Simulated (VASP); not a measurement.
# CuO (Cc) in VASP: further runs

The runs below take CuO through single point, with LDA+U.

Everything below comes from runs of VASP 6.6.1. Logs are shortened: lines on timing, memory, paths and dates and some standing lists are left out, and cuts for length are marked.

## (1) The cell of the first run

It takes space group Cc (No. 9, monoclinic). The conventional cell has a = 4.689 Å, b = 3.427 Å, c = 5.132 Å, α = 90.00°, β = 99.65°, γ = 90.00°. Within 2.5 Å of Cu (site symmetry 1) lie 4 O at 1.91 to 2.02 Å. O (site symmetry 1) has 4 Cu at 1.91 to 2.02 Å within 2.5 Å.

## (2) Single point, LDA+U, collinear spin, ferromagnetic start

Contents of INCAR:

```
SYSTEM = CuO
  PREC = Accurate
  ENCUT = 820
  EDIFF = 1E-6
  ISMEAR = 0
  SIGMA = 0.05
  LREAL = .FALSE.
  LASPH = .TRUE.
  NELM = 200
  ALGO = Normal
  ISIF = 2
  LWAVE = .FALSE.
  LCHARG = .FALSE.
  ISPIN = 2
  MAGMOM = 0.62 0.62 0.33 0.33
  LORBIT = 11
  NUPDOWN = 1.8
  LMAXMIX = 4
  LDAU = .TRUE.
  LDAUTYPE = 2
  LDAUL = 2 -1
  LDAUU = 8 0
  LDAUJ = 0 0
  LDAUPRINT = 1
  GGA = CA
  NBANDS = 37
  GGA_COMPAT = .FALSE.
```

Contents of KPOINTS:

```
regular mesh
0
G
  7 7 4
  0 0 0
```

Contents of POSCAR:

```
CuO
1.0
    2.3446497600     -1.7133998200      0.0000000000
    2.3446497600      1.7133998200      0.0000000000
   -0.8605499100      0.0000000000      5.0594394800
Cu O
2 2
Direct
    0.0032000000      0.4968000000      0.0000000000
    0.4968000000      0.0032000000      0.5000000000
    0.5714000000      0.4056000000      0.2537000000
    0.4056000000      0.5714000000      0.7537000000
```

Potentials or basis: VASP PAW LDA potentials, release 64 (Cu_sv_GW, O).

Command:

```console
cat potpaw_LDA.64/Cu_sv_GW/POTCAR potpaw_LDA.64/O/POTCAR > POTCAR
mpirun -np 1 vasp_std > vasp.out
```

OUTCAR:

```text
SYSTEM = CuO
   PREC = Accurate
   ENCUT = 820
   EDIFF = 1E-6
   ISMEAR = 0
   LREAL = .FALSE.
   LASPH = .TRUE.
   NELM = 200
   ISIF = 2
   ISPIN = 2
   LORBIT = 11
   NUPDOWN = 1.8
   GGA = CA

 ion  position               nearest neighbor table
   1  0.003  0.497  0.000-   4 1.91   3 1.93   4 1.98   3 2.02
   2  0.497  0.003  0.500-   3 1.91   4 1.93   3 1.98   4 2.02
   3  0.571  0.406  0.254-   2 1.91   1 1.93   2 1.98   1 2.02
   4  0.406  0.571  0.754-   1 1.91   2 1.93   1 1.98   2 2.02

  LATTYP: Found a base centered monoclinic cell.
 ALAT       =     4.6892995200
 B/A-ratio  =     0.7307700490
 C/A-ratio  =     1.0944283419
 COS(beta)  =    -0.1676798045

  Lattice vectors:

 A1 = (   2.3446497600,  -1.7133998200,   0.0000000000)
 A2 = (   2.3446497600,   1.7133998200,   0.0000000000)
 A3 = (  -0.8605499100,   0.0000000000,   5.0594394800)

Analysis of symmetry for initial positions (statically):
=====================================================================
 Subroutine PRICEL returns:
 Original cell was already a primitive cell.

 Routine SETGRP: Setting up the symmetry group for a
 base centered monoclinic supercell.

 Subroutine GETGRP returns: Found  2 space group operations
 (whereof  1 operations were pure point group operations)
 out of a pool of  4 trial point group operations.

The static configuration has the point symmetry C_1 .
 The point group associated with its full space group is C_1h.

Analysis of symmetry for dynamics (positions and initial velocities):
=====================================================================
 Subroutine PRICEL returns:
 Original cell was already a primitive cell.

 Routine SETGRP: Setting up the symmetry group for a
 base centered monoclinic supercell.

 Subroutine GETGRP returns: Found  2 space group operations
 (whereof  1 operations were pure point group operations)
 out of a pool of  4 trial point group operations.

The dynamic configuration has the point symmetry C_1 .
 The point group associated with its full space group is C_1h.

Analysis of structural, dynamic, and magnetic symmetry:
=====================================================================
 Subroutine PRICEL returns:
 Original cell was already a primitive cell.

 Routine SETGRP: Setting up the symmetry group for a
 base centered monoclinic supercell.

 Subroutine GETGRP returns: Found  2 space group operations
 (whereof  1 operations were pure point group operations)
 out of a pool of  4 trial point group operations.

The overall configuration has the point symmetry C_1 .
 The point group associated with its full space group is C_1h.

 Subroutine INISYM returns: Found  2 space group operations
 (whereof  1 operations are pure point group operations),
 and found     1 'primitive' translations

----------------------------------------------------------------------------------------

                                     Primitive cell

[... 148 lines left out ...]
spin component  2

  0.9353 -0.0419  0.0090  0.0513 -0.0171
 -0.0419  0.7519  0.0045  0.2790 -0.0913
  0.0090  0.0045  0.9543 -0.0059  0.0009
  0.0513  0.2790 -0.0059  0.5626  0.1277
 -0.0171 -0.0913  0.0009  0.1277  0.9102

 occupancies and eigenvectors

  o =  0.3132  v =  0.0000  0.0000  0.0000  0.0000  0.0000  0.1093  0.5601 -0.0130 -0.7803  0.2558      0.0000  0.0000  0.0000  0.0000  0.0000  0.0000  0.0000  0.0000  0.0000  0.0000
  o =  0.9375  v =  0.0000  0.0000  0.0000  0.0000  0.0000  0.8599  0.1619 -0.4247  0.2152 -0.0870      0.0000  0.0000  0.0000  0.0000  0.0000  0.0000  0.0000  0.0000  0.0000  0.0000
  o =  0.9441  v =  0.8622  0.1507 -0.4271  0.2089 -0.0878  0.0000  0.0000  0.0000  0.0000  0.0000      0.0000  0.0000  0.0000  0.0000  0.0000  0.0000  0.0000  0.0000  0.0000  0.0000
  o =  0.9519  v =  0.0000  0.0000  0.0000  0.0000  0.0000 -0.0556 -0.1248 -0.1733 -0.3878 -0.8949      0.0000  0.0000  0.0000  0.0000  0.0000  0.0000  0.0000  0.0000  0.0000  0.0000
  o =  0.9526  v =  0.0000  0.0000  0.0000  0.0000  0.0000  0.1377 -0.7744 -0.2989 -0.4203  0.3395      0.0000  0.0000  0.0000  0.0000  0.0000  0.0000  0.0000  0.0000  0.0000  0.0000
  o =  0.9564  v = -0.0159  0.5846  0.3318  0.5364  0.5101  0.0000  0.0000  0.0000  0.0000  0.0000      0.0000  0.0000  0.0000  0.0000  0.0000  0.0000  0.0000  0.0000  0.0000  0.0000
  o =  0.9571  v = -0.1561  0.5375  0.1010  0.1208 -0.8136  0.0000  0.0000  0.0000  0.0000  0.0000      0.0000  0.0000  0.0000  0.0000  0.0000  0.0000  0.0000  0.0000  0.0000  0.0000
  o =  0.9591  v =  0.0000  0.0000  0.0000  0.0000  0.0000  0.4759 -0.2116  0.8367 -0.1334 -0.1043      0.0000  0.0000  0.0000  0.0000  0.0000  0.0000  0.0000  0.0000  0.0000  0.0000
  o =  0.9625  v =  0.4712 -0.1954  0.8342 -0.1567 -0.1392  0.0000  0.0000  0.0000  0.0000  0.0000      0.0000  0.0000  0.0000  0.0000  0.0000  0.0000  0.0000  0.0000  0.0000  0.0000
  o =  0.9872  v = -0.0995 -0.5553  0.0375  0.7934 -0.2254  0.0000  0.0000  0.0000  0.0000  0.0000      0.0000  0.0000  0.0000  0.0000  0.0000  0.0000  0.0000  0.0000  0.0000  0.0000

atom =   2  type =  1  l = 2

 onsite density matrix

spin component  1

  0.9489 -0.0005 -0.0068  0.0051 -0.0013
 -0.0005  0.9660  0.0008  0.0137 -0.0039
 -0.0068  0.0008  0.9584  0.0012 -0.0015
  0.0051  0.0137  0.0012  0.9754 -0.0052
 -0.0013 -0.0039 -0.0015 -0.0052  0.9584

spin component  2

  0.9353 -0.0419 -0.0090 -0.0513  0.0171
 -0.0419  0.7519 -0.0045 -0.2790  0.0913
 -0.0090 -0.0045  0.9543 -0.0059  0.0009
 -0.0513 -0.2790 -0.0059  0.5626  0.1277
  0.0171  0.0913  0.0009  0.1277  0.9102

 occupancies and eigenvectors

  o =  0.3132  v =  0.0000  0.0000  0.0000  0.0000  0.0000 -0.1093 -0.5601 -0.0130 -0.7803  0.2558      0.0000  0.0000  0.0000  0.0000  0.0000  0.0000  0.0000  0.0000  0.0000  0.0000
  o =  0.9375  v =  0.0000  0.0000  0.0000  0.0000  0.0000  0.8599  0.1619  0.4247 -0.2152  0.0870      0.0000  0.0000  0.0000  0.0000  0.0000  0.0000  0.0000  0.0000  0.0000  0.0000
  o =  0.9441  v =  0.8622  0.1507  0.4271 -0.2089  0.0878  0.0000  0.0000  0.0000  0.0000  0.0000      0.0000  0.0000  0.0000  0.0000  0.0000  0.0000  0.0000  0.0000  0.0000  0.0000
  o =  0.9519  v =  0.0000  0.0000  0.0000  0.0000  0.0000  0.0556  0.1248 -0.1733 -0.3878 -0.8949      0.0000  0.0000  0.0000  0.0000  0.0000  0.0000  0.0000  0.0000  0.0000  0.0000
  o =  0.9526  v =  0.0000  0.0000  0.0000  0.0000  0.0000  0.1377 -0.7744  0.2989  0.4203 -0.3395      0.0000  0.0000  0.0000  0.0000  0.0000  0.0000  0.0000  0.0000  0.0000  0.0000
  o =  0.9564  v =  0.0159 -0.5846  0.3318  0.5364  0.5101  0.0000  0.0000  0.0000  0.0000  0.0000      0.0000  0.0000  0.0000  0.0000  0.0000  0.0000  0.0000  0.0000  0.0000  0.0000
  o =  0.9571  v = -0.1561  0.5375 -0.1010 -0.1208  0.8136  0.0000  0.0000  0.0000  0.0000  0.0000      0.0000  0.0000  0.0000  0.0000  0.0000  0.0000  0.0000  0.0000  0.0000  0.0000
  o =  0.9591  v =  0.0000  0.0000  0.0000  0.0000  0.0000 -0.4759  0.2116  0.8367 -0.1334 -0.1043      0.0000  0.0000  0.0000  0.0000  0.0000  0.0000  0.0000  0.0000  0.0000  0.0000
  o =  0.9625  v = -0.4712  0.1954  0.8342 -0.1567 -0.1392  0.0000  0.0000  0.0000  0.0000  0.0000      0.0000  0.0000  0.0000  0.0000  0.0000  0.0000  0.0000  0.0000  0.0000  0.0000
  o =  0.9872  v =  0.0995  0.5553  0.0375  0.7934 -0.2254  0.0000  0.0000  0.0000  0.0000  0.0000      0.0000  0.0000  0.0000  0.0000  0.0000  0.0000  0.0000  0.0000  0.0000  0.0000

 number of electron      49.9999991 magnetization       1.8000008

 Free energy of the ion-electron system (eV)
  ---------------------------------------------------
  ext. energy  EPLUGINS =         0.00000000
  ---------------------------------------------------
  free energy    TOTEN  =       -17.37548602 eV

  energy without entropy =      -17.37269590  energy(sigma->0) =      -17.37409096

 E-fermi :   6.0836     XC(G=0): -12.7802

 val. band max:        6.0629137262   @ k =   0.2857   0.0000   0.5000
 cond. band min:       4.5400597851   @ k =   0.0000   0.0000   0.2500
 fundamental gap:     -1.5228539410
 Fermi energy:         4.5384155658

 spin component 1

 k-point     1 :       0.0000    0.0000    0.0000
  band No.  band energies     occupation
      1    -106.2443      1.00000
      2    -106.2437      1.00000
      3     -64.6311      1.00000
      4     -64.6266      1.00000
      5     -64.5705      1.00000
      6     -64.5661      1.00000
[... 1913 lines left out ...]
     36      23.1931      0.00000
     37      25.0934      0.00000

 [... further k-points ...]

------------------------ aborting loop because EDIFF is reached ----------------------------------------

  FORCE on cell =-STRESS in cart. coord.  units (eV):
  Direction    XX          YY          ZZ          XY          YZ          ZX
  --------------------------------------------------------------------------------------
  -------------------------------------------------------------------------------------
  Total       -2.4308878     -1.9849901     -2.5459770      0.0000000      0.0000000      0.1903054
  in kB      -95.8090208    -78.2347720   -100.3450511      0.0000000      0.0000000      7.5005396
  external PRESSURE =     -91.4629479 kB  Pullay stress =       0.0000000 kB

 VOLUME and BASIS-vectors are now :
 -----------------------------------------------------------------------------
  energy-cutoff  :      820.00
  volume of cell :       40.65
      direct lattice vectors                 reciprocal lattice vectors
     2.344649760 -1.713399820  0.000000000     0.213251467 -0.291817470  0.036271514
     2.344649760  1.713399820  0.000000000     0.213251467  0.291817470  0.036271514
    -0.860549910  0.000000000  5.059439480     0.000000000  0.000000000  0.197650353

 POSITION                                       TOTAL-FORCE (eV/Angst)
 -----------------------------------------------------------------------------------
      1.17232      0.84573      0.00000        -0.649356      0.276867      0.273442
      0.74205     -0.84573      2.52972        -0.649356     -0.276867      0.273442
      2.07240     -0.28408      1.28358         0.649356      0.187181     -0.273442
      1.64213      0.28408      3.81330         0.649356     -0.187181     -0.273442
 -----------------------------------------------------------------------------------
    total drift:                               -0.001233      0.000000     -0.002640

  FREE ENERGIE OF THE ION-ELECTRON SYSTEM (eV)
  ---------------------------------------------------
  free  energy   TOTEN  =       -17.3754860174 eV

  energy  without entropy=      -17.3726958969  energy(sigma->0) =      -17.37409096

 total charge

# of ion       s       p       d       f       tot
--------------------------------------------------
    1        2.242   6.377   8.894   0.013  17.525
    2        2.242   6.377   8.894   0.013  17.525
    3        1.541   3.431   0.000   0.000   4.973
    4        1.541   3.431   0.000   0.000   4.973
--------------------------------------------------
tot          7.566  19.616  17.788   0.026  44.996

 magnetization (x)

# of ion       s       p       d       f       tot
--------------------------------------------------
    1        0.000   0.006   0.692   0.001   0.699
    2        0.000   0.006   0.692   0.001   0.699
    3        0.016   0.171   0.000   0.000   0.187
    4        0.016   0.171   0.000   0.000   0.187
--------------------------------------------------
tot          0.033   0.353   1.385   0.001   1.772
```

It took 5.9 min on 1 thread of Intel Xeon Platinum 8488C (Sapphire Rapids), shared host; peak memory 0.36 GiB.

What came out:

```yaml
Free_energy: -17.3755 eV
Pressure: -9.1 GPa
Largest_force: 0.757 eV/Å
Net_moment: 1.80 μB per cell
Site_moments: Cu +0.70; O +0.19 μB
Valence_electrons_inside_the_program's_atomic_spheres: Cu 17.52; O 4.97
```

Forces in eV/Å, atoms in the order of the input:
```
Cu  -0.649  0.277  0.273
Cu  -0.649 -0.277  0.273
O    0.649  0.187 -0.273
O    0.649 -0.187 -0.273
```

Eigenvalues of the final occupation matrices:
```tsv
site	spin	trace	eigenvalues
site 1 d	1	4.81	0.94 0.96 0.96 0.96 0.99
site 1 d	2	4.11	0.31 0.94 0.95 0.95 0.96
site 2 d	1	4.81	0.94 0.96 0.96 0.96 0.99
site 2 d	2	4.11	0.31 0.94 0.95 0.95 0.96
```

Caveat: the cell stands under tension; the total moment is fixed, so each spin has its own Fermi level and the state may be an excited one. The state reached can hang on the start; a lower one may exist.

## (3) Single point, LDA+U, collinear spin, ferromagnetic start

Contents of INCAR:

```
PREC = Accurate ; ENCUT = 820
EDIFF = 1E-6 ; ISMEAR = 0
SIGMA = 0.05 ; LREAL = F
LASPH = T ; NELM = 200
ALGO = Normal ; ISIF = 2
LWAVE = F ; LCHARG = F
ISPIN = 2 ; MAGMOM = 0.62 0.62 0.33 0.33
LORBIT = 11 ; LMAXMIX = 4
LDAU = T ; LDAUTYPE = 2
LDAUL = 2 -1 ; LDAUU = 8 0
LDAUJ = 0 0 ; LDAUPRINT = 1
GGA = CA ; NBANDS = 37
GGA_COMPAT = F
```

Contents of KPOINTS:

```
Automatic mesh
0
Gamma
  7 7 4
```

POSCAR is that of step 2.

Potentials or basis: VASP PAW LDA potentials, release 64 (Cu_sv_GW, O).

Command:

```console
cat potpaw_LDA.64/Cu_sv_GW/POTCAR potpaw_LDA.64/O/POTCAR > POTCAR
mpirun -np 1 vasp_std > vasp.out
```

OUTCAR:

```text
PREC = Accurate
   ENCUT = 820
   EDIFF = 1E-6
   ISMEAR = 0
   LREAL = F
   LASPH = T
   NELM = 200
   ISIF = 2
   ISPIN = 2
   LORBIT = 11
   GGA = CA

 ion  position               nearest neighbor table
   1  0.003  0.497  0.000-   4 1.91   3 1.93   4 1.98   3 2.02
   2  0.497  0.003  0.500-   3 1.91   4 1.93   3 1.98   4 2.02
   3  0.571  0.406  0.254-   2 1.91   1 1.93   2 1.98   1 2.02
   4  0.406  0.571  0.754-   1 1.91   2 1.93   1 1.98   2 2.02

  LATTYP: Found a base centered monoclinic cell.
 ALAT       =     4.6892995200
 B/A-ratio  =     0.7307700490
 C/A-ratio  =     1.0944283419
 COS(beta)  =    -0.1676798045

  Lattice vectors:

 A1 = (   2.3446497600,  -1.7133998200,   0.0000000000)
 A2 = (   2.3446497600,   1.7133998200,   0.0000000000)
[... 2203 lines left out ...]

  FORCE on cell =-STRESS in cart. coord.  units (eV):
  Direction    XX          YY          ZZ          XY          YZ          ZX
  --------------------------------------------------------------------------------------
  -------------------------------------------------------------------------------------
  Total       -2.4500166     -1.9676057     -2.4493292      0.0000000      0.0000000      0.2372173
  in kB      -96.5629465    -77.5496000    -96.5358537      0.0000000      0.0000000      9.3494864
  external PRESSURE =     -90.2161334 kB  Pullay stress =       0.0000000 kB

 VOLUME and BASIS-vectors are now :
 -----------------------------------------------------------------------------
  energy-cutoff  :      820.00
  volume of cell :       40.65
      direct lattice vectors                 reciprocal lattice vectors
     2.344649760 -1.713399820  0.000000000     0.213251467 -0.291817470  0.036271514
     2.344649760  1.713399820  0.000000000     0.213251467  0.291817470  0.036271514
    -0.860549910  0.000000000  5.059439480     0.000000000  0.000000000  0.197650353

 POSITION                                       TOTAL-FORCE (eV/Angst)
 -----------------------------------------------------------------------------------
      1.17232      0.84573      0.00000        -0.654998      0.279701      0.275075
      0.74205     -0.84573      2.52972        -0.654998     -0.279701      0.275075
      2.07240     -0.28408      1.28358         0.654998      0.121245     -0.275075
      1.64213      0.28408      3.81330         0.654998     -0.121245     -0.275075
 -----------------------------------------------------------------------------------
    total drift:                                0.001968      0.000000      0.000441

  FREE ENERGIE OF THE ION-ELECTRON SYSTEM (eV)
  ---------------------------------------------------
  free  energy   TOTEN  =       -17.5253688636 eV

  energy  without entropy=      -17.5253688636  energy(sigma->0) =      -17.52536886

 total charge

# of ion       s       p       d       f       tot
--------------------------------------------------
    1        2.245   6.381   8.868   0.013  17.508
    2        2.245   6.381   8.868   0.013  17.508
    3        1.537   3.446   0.000   0.000   4.984
    4        1.537   3.446   0.000   0.000   4.984
--------------------------------------------------
tot          7.565  19.656  17.736   0.026  44.983

 magnetization (x)

# of ion       s       p       d       f       tot
--------------------------------------------------
    1        0.001   0.006   0.752   0.001   0.759
    2        0.001   0.006   0.752   0.001   0.759
    3        0.019   0.203   0.000   0.000   0.221
    4        0.019   0.203   0.000   0.000   0.221
--------------------------------------------------
tot          0.038   0.417   1.504   0.001   1.960
```

OSZICAR:

```text
N       E                     dE             d eps       ncg     rms          rms(c)
DAV:   1     0.106400933599E+04    0.10640E+04   -0.39309E+04 14309   0.547E+03
DAV:   2     0.873865430186E+02   -0.97662E+03   -0.92646E+03 15593   0.134E+03
DAV:   3    -0.142533278870E+02   -0.10164E+03   -0.99487E+02 17104   0.469E+02
DAV:   4    -0.187399204198E+02   -0.44866E+01   -0.44813E+01 15336   0.821E+01
DAV:   5    -0.189292565670E+02   -0.18934E+00   -0.18931E+00 15056   0.164E+01    0.124E+01
DAV:   6    -0.175170631130E+02    0.14122E+01   -0.12018E+01 16552   0.228E+02    0.667E+00
DAV:   7    -0.173475242969E+02    0.16954E+00   -0.35072E+00 14800   0.111E+02    0.364E+00
DAV:   8    -0.174664566147E+02   -0.11893E+00   -0.17737E-01 17500   0.307E+01    0.226E+00
DAV:   9    -0.175366904827E+02   -0.70234E-01   -0.23111E-01 17712   0.418E+01    0.132E+00
DAV:  10    -0.175239582900E+02    0.12732E-01   -0.54307E-02 16688   0.131E+01    0.367E-01
DAV:  11    -0.175250109363E+02   -0.10526E-02   -0.65231E-03 16849   0.296E+00    0.114E-01
DAV:  12    -0.175251878569E+02   -0.17692E-03   -0.28043E-04 16780   0.692E-01    0.610E-02
DAV:  13    -0.175253366085E+02   -0.14875E-03   -0.10244E-04 17030   0.606E-01    0.342E-02
DAV:  14    -0.175253522894E+02   -0.15681E-04   -0.29638E-05 16589   0.413E-01    0.149E-02
DAV:  15    -0.175253616903E+02   -0.94009E-05   -0.91773E-06 11265   0.286E-01    0.737E-03
DAV:  16    -0.175253660440E+02   -0.43537E-05   -0.15201E-06  7750   0.145E-01    0.424E-03
DAV:  17    -0.175253681131E+02   -0.20691E-05   -0.71854E-06  8876   0.990E-02    0.248E-03
DAV:  18    -0.175253688636E+02   -0.75049E-06   -0.21697E-06  7191   0.599E-02
   1 F= -.17525369E+02 E0= -.17525369E+02  d E =-.111869E-26  mag=     2.0000
```

Run time: 11 min. Hardware: 1 thread of Intel Xeon Platinum 8375C at 2.90GHz (Ice Lake), shared host; peak memory 0.37 GiB.

Results:

* Free energy: -17.5254 eV
* Pressure: -9.0 GPa
* Largest force: 0.763 eV/Å
* Band gap on the k mesh: 1.36 eV (least direct gap 1.43 eV)
* Net moment: 2.00 μB per cell
* Site moments: Cu +0.76; O +0.22 μB
* Valence electrons inside the program's atomic spheres: Cu 17.51; O 4.98

Forces on the atoms (eV/Å):
```
Cu  -0.655  0.280  0.275
Cu  -0.655 -0.280  0.275
O    0.655  0.121 -0.275
O    0.655 -0.121 -0.275
```

Eigenvalues of the final occupation matrices:
| site | spin | trace | eigenvalues |
| --- | --- | --- | --- |
| site 1 d | 1 | 4.82 | 0.95 0.96 0.96 0.96 1.00 |
| site 1 d | 2 | 4.07 | 0.27 0.94 0.95 0.95 0.96 |
| site 2 d | 1 | 4.82 | 0.95 0.96 0.96 0.96 1.00 |
| site 2 d | 2 | 4.07 | 0.27 0.94 0.95 0.95 0.96 |

Caveat: the cell stands under tension.

(Part 1 of 2 ends here.)
